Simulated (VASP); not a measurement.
Here is a VASP 6.6.1 calculation.

The input INCAR:

```
PREC = Accurate
ENCUT = 520
EDIFF = 1E-8
ISMEAR = -1
SIGMA = 0.02
LREAL = F
LASPH = T
NELM = 80
ALGO = Normal
ISIF = 2
LWAVE = F
LCHARG = F
LEFG = T
NBANDS = 16
```

File KPOINTS:

```
Automatic mesh
0
Gamma
  8 8 8
```

Contents of POSCAR:

```
AgCl
1.0
    0.0000000000      2.7165392174      2.7165392174
    2.7165392174      0.0000000000      2.7165392174
    2.7165392174      2.7165392174      0.0000000000
Ag Cl
1 1
Direct
    0.5000000000      0.5000000000      0.5000000000
    0.0000000000      0.0000000000      0.0000000000
```

Potentials or basis: VASP PAW LDA potentials, release 64 (Ag, Cl).

The run is started by

```console
$ cat potpaw_LDA.64/Ag/POTCAR potpaw_LDA.64/Cl/POTCAR > POTCAR
$ mpirun -np 1 vasp_std > vasp.out
```

(1) Estimate the pressure.

(2) Estimate the band gap on the k mesh.

Results:

(1) -2.7 GPa.

(2) 0.64 eV, indirect (least direct gap 3.19 eV).

Caveat: without QUAD_EFG the Cq values of the log hold for a quadrupole moment of 1 mb, not for the nuclei.
